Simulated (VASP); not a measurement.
# Nb2MoN3 (P-62m) in VASP: further runs, part 2 of 2

VASP 6.6.1. Earlier steps stand in the parts before.

## (3) Single point, PBE (9.72 Å³/atom)

This run uses another cell than the first one, of 9.72 Å³/atom.

The input, INCAR:

```
PREC = Accurate
ENCUT = 600
EDIFF = 1E-6
ISMEAR = 0
SIGMA = 0.1
LREAL = False
LASPH = True
NELM = 120
ALGO = Normal
ISIF = 2
LWAVE = False
LCHARG = False
GGA = PE
NBANDS = 36
GGA_COMPAT = False
```

The input, KPOINTS:

```
regular mesh
0
Gamma
  6 6 10
```

The input, POSCAR:

```
Nb2MoN3
1.0
    4.9128342505      0.0000000000      0.0000000000
   -2.4564171253      4.2546392655      0.0000000000
    0.0000000000      0.0000000000      2.7886867242
Nb Mo N
2 1 3
Direct
    0.3333333333      0.6666666667      0.0000000000
    0.6666666667      0.3333333333      0.0000000000
    0.0000000000      0.0000000000      0.0000000000
    0.3311671292      0.0000000000      0.5000000000
    0.6688328708      0.6688328708      0.5000000000
    0.0000000000      0.3311671292      0.5000000000
```

Potentials or basis: VASP PAW PBE potentials, release 64 (Nb_sv, Mo_sv, N).

Command:

```
$ cat potpaw_PBE.64/Nb_sv/POTCAR potpaw_PBE.64/Mo_sv/POTCAR potpaw_PBE.64/N/POTCAR > POTCAR
$ mpirun -np 1 vasp_std > vasp.out
```

OUTCAR:

```text
PREC = Accurate
   ENCUT = 600
   EDIFF = 1E-6
   ISMEAR = 0
   LREAL = False
   LASPH = True
   NELM = 120
   ISIF = 2
   GGA = PE

 ion  position               nearest neighbor table
   1  0.333  0.667  0.000-   4 2.15   4 2.15   6 2.15   6 2.15   5 2.15   5 2.15   2 2.84   2 2.84
                             3 2.84   3 2.84   3 2.84   2 2.84
   2  0.667  0.333  0.000-   6 2.15   6 2.15   4 2.15   4 2.15   5 2.15   5 2.15   1 2.84   1 2.84
                             3 2.84   3 2.84   3 2.84   1 2.84
   3  0.000  0.000  0.000-   5 2.14   5 2.14   4 2.14   4 2.14   6 2.14   6 2.14   1 2.84   2 2.84
                             2 2.84   1 2.84   2 2.84   1 2.84
   4  0.331  0.000  0.500-   3 2.14   3 2.14   1 2.15   1 2.15   2 2.15   2 2.15
   5  0.669  0.669  0.500-   3 2.14   3 2.14   1 2.15   1 2.15   2 2.15   2 2.15
   6  0.000  0.331  0.500-   3 2.14   3 2.14   2 2.15   2 2.15   1 2.15   1 2.15

  LATTYP: Found a hexagonal cell.
 ALAT       =     4.9128342505
 C/A-ratio  =     0.5676329756

  Lattice vectors:

 A1 = (   4.9128342505,   0.0000000000,   0.0000000000)
 A2 = (  -2.4564171253,   4.2546392655,   0.0000000000)
 A3 = (   0.0000000000,   0.0000000000,   2.7886867242)

Analysis of symmetry for initial positions (statically):
=====================================================================
 Subroutine PRICEL returns:
 Original cell was already a primitive cell.

 Routine SETGRP: Setting up the symmetry group for a
 hexagonal supercell.

 Subroutine GETGRP returns: Found 12 space group operations
 (whereof 12 operations were pure point group operations)
 out of a pool of 24 trial point group operations.

The static configuration has the point symmetry D_3h.

Analysis of symmetry for dynamics (positions and initial velocities):
=====================================================================
 Subroutine PRICEL returns:
 Original cell was already a primitive cell.

 Routine SETGRP: Setting up the symmetry group for a
 hexagonal supercell.

 Subroutine GETGRP returns: Found 12 space group operations
 (whereof 12 operations were pure point group operations)
 out of a pool of 24 trial point group operations.

The dynamic configuration has the point symmetry D_3h.

 Subroutine INISYM returns: Found 12 space group operations
 (whereof 12 operations are pure point group operations),
 and found     1 'primitive' translations

----------------------------------------------------------------------------------------

                                     Primitive cell

  volume of cell :      58.2901

  direct lattice vectors                    reciprocal lattice vectors
     4.912834251  0.000000000  0.000000000     0.203548491  0.117518776  0.000000000
    -2.456417125  4.254639265  0.000000000     0.000000000  0.235037553  0.000000000
     0.000000000  0.000000000  2.788686724     0.000000000  0.000000000  0.358591731

  length of vectors
     4.912834251  4.912834251  2.788686724     0.235037553  0.235037553  0.358591731

  position of ions in fractional coordinates (direct lattice)
     0.333333333  0.666666667  0.000000000
     0.666666667  0.333333333  0.000000000
     0.000000000  0.000000000  0.000000000
     0.331167129  0.000000000  0.500000000
     0.668832871  0.668832871  0.500000000
     0.000000000  0.331167129  0.500000000
[... 40 lines left out ...]
  0.333333  0.000000  0.000000      6.000000
  0.500000  0.000000  0.000000      3.000000
  0.166667  0.166667  0.000000      6.000000
  0.333333  0.166667  0.000000     12.000000
[... 16 lines left out ...]
  0.166667 -0.000000  0.300000     12.000000
  0.333333  0.000000  0.300000     12.000000
 [... further k-points ...]
   k-points           NKPTS =     42   k-points in BZ     NKDIM =     42   number of bands    NBANDS=     36
   number of dos      NEDOS =    301   number of ions     NIONS =      6
   total plane-waves  NPLWV =  38400
   dimension x,y,z NGX =    40 NGY =   40 NGZ =   24
   dimension x,y,z NGXF=    80 NGYF=   80 NGZF=   48
   ions per type =               2   1   3
   NGX,Y,Z   is equivalent  to a cutoff of  13.54, 13.54, 14.31 a.u.
   NGXF,Y,Z  is equivalent  to a cutoff of  27.07, 27.07, 28.61 a.u.
 SYSTEM =  unknown system
   PREC   = accura    normal or accurate (medium, high low for compatibility)
   ISTART =      0    job   : 0-new  1-cont  2-samecut
   ICHARG =      2    charge: 1-file 2-atom 10-const
   ISPIN  =      1    spin polarized calculation?
   LNONCOLLINEAR =      F non collinear calculations
   LSORBIT =      F    spin-orbit coupling
   LASPH  =      T    aspherical Exc in radial PAW
   ENCUT  =  600.0 eV  44.10 Ry    6.64 a.u.   9.81  9.81  5.57*2*pi/ulx,y,z
   NELM   =    120;   NELMIN=  2; NELMDL= -5     # of ELM steps
   EDIFF  = 0.1E-05   stopping-criterion for ELM
   LREAL  =      F    real-space projection
   EDIFFG = 0.1E-04   stopping-criterion for IOM
   NSW    =      0    number of steps for IOM
   IBRION =     -1    ionic relax: 0-MD 1-quasi-New 2-CG
   NFREE  =      0    steps in history (QN), initial steepest desc. (CG)
   ISIF   =      2    stress and relaxation
   ISYM   =      2    0-nonsym 1-usesym 2-fastsym
   POTIM  = 0.5000    time-step for ionic-motion
   TEBEG  =    0.0;   TEEND  =   0.0 temperature during run
   PSTRESS=    0.0 pullay stress
   NELECT =      55.0000    total number of electrons
   NUPDOWN=      -1.0000    fix difference up-down
   EMIN   =  10.00;   EMAX   =-10.00  energy-range for DOS
   EFERMI =   0.00;   METHOD = LEGACY
   ISMEAR =     0;   SIGMA  =   0.10  broadening in eV -4-tet -1-fermi 0-gaus
   EFERMI_NEDOS =   21; number of points for ismear=-14 and -15
   IALGO  =     38    algorithm
   IMIX   =      4    mixing-type and parameters
     AMIX     =   0.40;   BMIX     =  1.00
     AMIX_MAG =   1.60;   BMIX_MAG =  1.00
  volume/ion in A,a.u.               =       9.72        65.56
  Fermi-wavevector in a.u.,A,eV,Ry     =   1.605699  3.034332 35.079493  2.578270
  Thomas-Fermi vector in A             =   2.702004
   LORBIT       =      0    0 simple, 1 ext, 2 COOP (PROOUT), +10 PAW based schemes
   GGA     = PE    functional components
   LHFCALC =     F    Hartree Fock is set to
   AEXX    =    0.0000 exact exchange contribution
   IVDW    =     0    specifies the selected vdW correction
   LEPSILON=     F    determine dielectric tensor
   LRPA    =     F    only Hartree local field effects (RPA)
 non-spin polarized calculation
 Gauss-broadening in eV      SIGMA  =   0.10
  energy-cutoff  :      600.00
  volume of cell :       58.29
 maximum number of plane-waves:      1966
 NGX is ok and might be reduce to    40
   NGX = 19   NGY = 19   NGZ = 11

 number of electron      55.0000001 magnetization

 Free energy of the ion-electron system (eV)
  ---------------------------------------------------
  ext. energy  EPLUGINS =         0.00000000
  ---------------------------------------------------
  free energy    TOTEN  =       -61.15781405 eV

  energy without entropy =      -61.15111020  energy(sigma->0) =      -61.15446213

 E-fermi :  14.9047     XC(G=0): -13.8933

 val. band max:       14.8609689312   @ k =   0.5000   0.0000   0.2000
 cond. band min:      14.9496976221   @ k =   0.1667  -0.0000   0.0000
 fundamental gap:      0.0887286908
 Fermi energy:        14.9047356986

 k-point     1 :       0.0000    0.0000    0.0000
  band No.  band energies     occupation
      1     -47.5639      2.00000
      2     -41.1719      2.00000
      3     -40.9784      2.00000
      4     -21.7591      2.00000
      5     -21.7591      2.00000
      6     -21.4818      2.00000
[... 925 lines left out ...]
     35      18.4871      0.00000
     36      19.1504      0.00000

 [... further k-points ...]

------------------------ aborting loop because EDIFF is reached ----------------------------------------

  FORCE on cell =-STRESS in cart. coord.  units (eV):
  Direction    XX          YY          ZZ          XY          YZ          ZX
  --------------------------------------------------------------------------------------
  -------------------------------------------------------------------------------------
  Total       13.4425553     13.4425553     13.4477977     -0.0000000     -0.0000000     -0.0000000
  in kB      369.4858654    369.4858654    369.6299602     -0.0000000     -0.0000000     -0.0000000
  external PRESSURE =     369.5338970 kB  Pullay stress =       0.0000000 kB

 VOLUME and BASIS-vectors are now :
 -----------------------------------------------------------------------------
  energy-cutoff  :      600.00
  volume of cell :       58.29
      direct lattice vectors                 reciprocal lattice vectors
     4.912834251  0.000000000  0.000000000     0.203548491  0.117518776  0.000000000
    -2.456417125  4.254639265  0.000000000     0.000000000  0.235037553  0.000000000
     0.000000000  0.000000000  2.788686724     0.000000000  0.000000000  0.358591731

 POSITION                                       TOTAL-FORCE (eV/Angst)
 -----------------------------------------------------------------------------------
     -0.00000      2.83643      0.00000        -0.000000      0.000000      0.000000
      2.45642      1.41821      0.00000        -0.000000      0.000000      0.000000
      0.00000      0.00000      0.00000        -0.000000      0.000000      0.000000
      1.62697      0.00000      1.39434         0.038019      0.000000      0.000000
      1.64293      2.84564      1.39434        -0.019009     -0.032925      0.000000
     -0.81348      1.40900      1.39434        -0.019009      0.032925      0.000000
 -----------------------------------------------------------------------------------
    total drift:                               -0.000000     -0.000000     -0.000000

  FREE ENERGIE OF THE ION-ELECTRON SYSTEM (eV)
  ---------------------------------------------------
  free  energy   TOTEN  =       -61.1578140533 eV

  energy  without entropy=      -61.1511102030  energy(sigma->0) =      -61.15446213
```

stdout:

```text
POSCAR found type information on POSCAR NbMoN
 POSCAR found :  3 types and       6 ions
 scaLAPACK will be used
 LDA part: xc-table for (Slater+PW92), standard interpolation
 POSCAR, INCAR and KPOINTS ok, starting setup
 FFT: planning ... GRIDC
 FFT: planning ... GRID_SOFT
 FFT: planning ... GRID
 WAVECAR not read
 entering main loop
```

Wall time 2.6 min (1 thread of Intel Xeon 8259CL, shared host); peak memory 0.25 GiB.

Results:

```yaml
Free_energy: -61.1578 eV
Pressure: 37.0 GPa
Largest_force: 0.038 eV/Å
Band_gap_on_the_k_mesh: zero (an odd number of electrons rules out a gap without spin polarisation)
```

Forces in eV/Å, atoms in the order of the input:
```
Nb   0.000  0.000  0.000
Nb   0.000  0.000  0.000
Mo   0.000  0.000  0.000
N    0.038  0.000  0.000
N   -0.019 -0.033  0.000
N   -0.019  0.033  0.000
```

Levels at points of the mesh, in eV from the Fermi level:
```
           k point  band 23  band 24  band 25  band 26  band 27  band 28  band 29  band 30  band 31  band 32
(0.00, 0.00, 0.00)    -5.64    -5.43    -3.49    -1.10    -1.10    -0.55    -0.55     0.10     0.79     1.25
(0.50, 0.00, 0.00)    -4.83    -4.63    -4.07    -3.84    -3.59     0.37     0.72     0.87     1.01     1.88
(0.00, 0.00, 0.50)    -4.56    -4.10    -1.83    -1.83    -1.04    -1.04     1.00     1.91     1.91     3.03
(0.50, 0.00, 0.50)    -5.15    -5.04    -2.84    -2.60    -0.81     1.01     1.80     2.11     2.19     2.45
```

Caveat: the cell stands under pressure; an odd number of electrons without spin polarisation forces a metal; a magnetic or distorted state may lie lower.

The gap in the log of VASP goes by the Fermi energy; the results here count the filled bands.